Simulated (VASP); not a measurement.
Here is a VASP 6.6.1 calculation.

The input POSCAR:

```
ZrS2
1.0
    3.5219179866      0.0000000000      0.0000000000
   -1.7609589933      3.0500704464      0.0000000000
    0.0000000000      0.0000000000      5.4088937876
Zr S
1 2
Direct
    0.0000000000      0.0000000000      0.0000000000
    0.6666666667      0.3333333333      0.7390409016
    0.3333333333      0.6666666667      0.2609590984
```

INCAR.step1

```
SYSTEM = ZrS2
PREC = Accurate
ENCUT = 550
ISMEAR = 0
SIGMA = 0.02
LREAL = .False.
LASPH = .True.
NELM = 120
GGA = PE
ALGO = Normal
EDIFF = 1E-5
LWAVE = .True.
LCHARG = .False.
GGA_COMPAT = .False.
IBRION = 2
ISIF = 3
EDIFFG = -0.005
NELMIN = 4
NSW = 100
```

File INCAR.step2:

```
SYSTEM = ZrS2
PREC = Accurate
ENCUT = 550
EDIFF = 1E-7
ISMEAR = 0
SIGMA = 0.02
LREAL = .False.
LASPH = .True.
NELM = 120
ALGO = Normal
ISIF = 3
LWAVE = .False.
LCHARG = .False.
METAGGA = R2SCAN
LMIXTAU = .True.
IBRION = 2
NSW = 70
EDIFFG = -0.008
PSTRESS = 100.0
ISTART = 1
GGA_COMPAT = .False.
NELMIN = 4
```

File KPOINTS:

```
Automatic mesh
0
Gamma
  12 12 6
  0 0 0
```

Potentials or basis: VASP PAW PBE potentials, release 64 (Zr_sv, S).

The run is started by

```bash
$ cat potpaw_PBE.64/Zr_sv/POTCAR potpaw_PBE.64/S/POTCAR > POTCAR
$ cp INCAR.step1 INCAR
$ mpirun -np 1 vasp_std > vasp.out
$ cp INCAR.step2 INCAR
$ mpirun -np 1 vasp_std > vasp.out
```

(1) Predict the relaxed volume.

(2) Predict the band gap on the k mesh.

(3) Predict the space group after relaxing (to 0.1 Å).

(4) Estimate the relaxed cell.

Results:

(1) 19.63 Å³/atom.

(2) 0.44 eV (least direct gap 1.39 eV).

(3) P-3m1 (No. 164).

(4) a = 3.557 Å, b = 3.557 Å, c = 5.374 Å, α = 90.00°, β = 90.00°, γ = 120.00°.

Caveat: the cell is relaxed towards a set pressure, so the run minimises the enthalpy, not the energy; the PAW data sets were made with another functional, which shifts forces and pressure a little.
